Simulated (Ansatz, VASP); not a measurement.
BN in VASP and in Ansatz

```
CELL_PARAMETERS angstrom
2.47758 0.00000 0.00000
-1.23879 2.14564 0.00000
0.00000 0.00000 6.46362
ATOMIC_POSITIONS crystal
B 0.33333 0.66667 0.25000
B 0.66667 0.33333 0.75000
N 0.33333 0.66667 0.75000
N 0.66667 0.33333 0.25000
```

Change from the starting cell: hydrostatic strain -0.9%.

Alike in both runs: task single point; functional PBE; k mesh 12 × 12 × 4; occupations fermi-dirac, width 0.02 eV; no spin polarisation.

|  | VASP | Ansatz |
| --- | --- | --- |
| version | VASP 6.6.1 | Ansatz 0.2.0 |
| potentials or method | VASP PAW PBE potentials, release 64 (B, N) | plane waves, PAW |
| plane-wave cutoff (eV) | 520 | 420 |
| valence electrons in the cell | 16 | 16 |

|  | VASP | Ansatz | Ansatz less VASP |
| --- | --- | --- | --- |
| gap on the k mesh at the Fermi level (eV) | 4.27 | 4.28 | +0.008 |
| pressure (GPa) | 12.2 | 12.1 | -0.07 |
| traceless stress, the component that is largest in VASP (GPa) | -8.27 | -8.05 | +0.217 |

With one functional, cell and mesh, what is left measures potentials, basis and numerics.
